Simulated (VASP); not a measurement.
Set up this calculation in VASP 6.6.1, as the native input.

```yaml
Task: single point
Functional: PBE
Potentials_or_basis: VASP PAW PBE potentials, release 64 (Mg, Cd)
Cutoff: 520 eV
k_mesh: 8 × 8 × 8
Occupations: gaussian, width 0.1 eV
Spin: no spin polarisation
Dipole_correction: no
Further_INCAR_settings: ALGO = Normal; EDIFF = 1e-06; NBANDS = 18
```

The structure of Mg4Cd lies in POSCAR:

```
Mg4Cd
1.0
    5.2309797096      0.0000000000      0.0000000000
    0.0000000000      5.2309797096      0.0000000000
    0.0000000000      0.0000000000      5.2309797096
Mg Cd
4 1
Direct
    0.2971510473      0.2971510473      0.2971510473
    0.7028489527      0.7028489527      0.2971510473
    0.2971510473      0.7028489527      0.7028489527
    0.7028489527      0.2971510473      0.7028489527
    0.0000000000      0.0000000000      0.0000000000
```

The input as run:

INCAR

```
PREC = Accurate
ENCUT = 520
EDIFF = 1E-6
ISMEAR = 0
SIGMA = 0.1
LREAL = F
LASPH = T
NELM = 100
ALGO = Normal
ISIF = 2
LWAVE = F
LCHARG = F
GGA = PE
NBANDS = 18
```

KPOINTS

```
regular mesh
0
Gamma
  8 8 8
```

Potentials or basis: VASP PAW PBE potentials, release 64 (Mg, Cd).

The run is started by

```bash
$ cat potpaw_PBE.64/Mg/POTCAR potpaw_PBE.64/Cd/POTCAR > POTCAR
$ mpirun -np 1 vasp_std > vasp.out
```

Results of the run:

```yaml
Pressure: 0.0 GPa
Largest_force: 0.008 eV/Å
Band_gap_on_the_k_mesh: zero (band 10 reaches 2.63 eV, above the bottom of band 11 at -0.05 eV)
```

Wall time 45 s on 1 thread of Intel(R) Xeon(R) Platinum 8488C (Sapphire Rapids), with other jobs on the host, peak memory 0.29 GiB.
